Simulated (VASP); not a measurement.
**Ru: relaxation of shape and atoms at fixed volume with PBEsol**

The system is Ru.

```
CELL_PARAMETERS angstrom
2.70952 0.00000 0.00000
-1.35476 2.34651 0.00000
0.00000 0.00000 4.27990
ATOMIC_POSITIONS crystal
Ru 0.33333 0.66667 0.25000
Ru 0.66667 0.33333 0.75000
```

```
Program                : VASP 6.6.1
Task                   : relaxation of shape and atoms at fixed volume
Functional             : PBEsol
Potentials or basis    : VASP PAW PBE potentials, release 64 (Ru_pv)
Cutoff                 : 600 eV
k mesh                 : 18 × 18 × 10
Occupations            : fermi-dirac, width 0.15 eV
Spin                   : no spin polarisation
Dipole correction      : no
Further INCAR settings : ALGO = Fast; EDIFF = 1e-06; IBRION = 2; EDIFFG = -0.001; NSW = 80; ISIF = 4
```

```yaml
Energy_gained_by_relaxing: 0.0 meV/atom
Ionic_steps: 9
Pressure_after_relaxing: -6.6 GPa
Band_gap_on_the_k_mesh: zero (bands 14 and 15 overlap by 3.11 eV)
```

Final structure:
```cif
data_structure
_symmetry_space_group_name_H-M 'P 1'
_symmetry_Int_Tables_number 1
_cell_length_a 2.7103
_cell_length_b 2.7103
_cell_length_c 4.2775
_cell_angle_alpha 90.000
_cell_angle_beta 90.000
_cell_angle_gamma 120.000
_cell_volume 27.21
loop_
_atom_site_label
_atom_site_type_symbol
_atom_site_fract_x
_atom_site_fract_y
_atom_site_fract_z
_atom_site_occupancy
Ru1 Ru 0.33333 0.66667 0.25000 1
Ru2 Ru 0.66667 0.33333 0.75000 1
```

Levels at points of the mesh, in eV from the Fermi level:
| k point | band 10 | band 11 | band 12 | band 13 | band 14 | band 15 | band 16 | band 17 | band 18 |
| --- | --- | --- | --- | --- | --- | --- | --- | --- | --- |
| (0.00, 0.00, 0.00) | -2.61 | -2.41 | -1.92 | -1.92 | -1.42 | -1.42 | 1.18 | 1.18 | 1.25 |
| (0.50, 0.00, 0.00) | -3.04 | -2.07 | -1.85 | -1.52 | 1.41 | 1.83 | 1.93 | 4.03 | 6.06 |
| (0.00, 0.00, 0.50) | -2.78 | -2.78 | -2.78 | -2.73 | -2.73 | 0.54 | 0.54 | 0.54 | 0.54 |
| (0.50, 0.00, 0.50) | -4.53 | -1.08 | -1.08 | 0.42 | 0.42 | 1.67 | 1.67 | 3.34 | 3.34 |

It took 4.2 min on 1 thread of Intel(R) Xeon(R) Platinum 8259CL CPU @ 2.50GHz (Skylake/Cascade Lake), on a shared host, peak memory 0.24 GiB.

Caveat: the PAW data sets were made with another functional, which shifts forces and pressure a little.
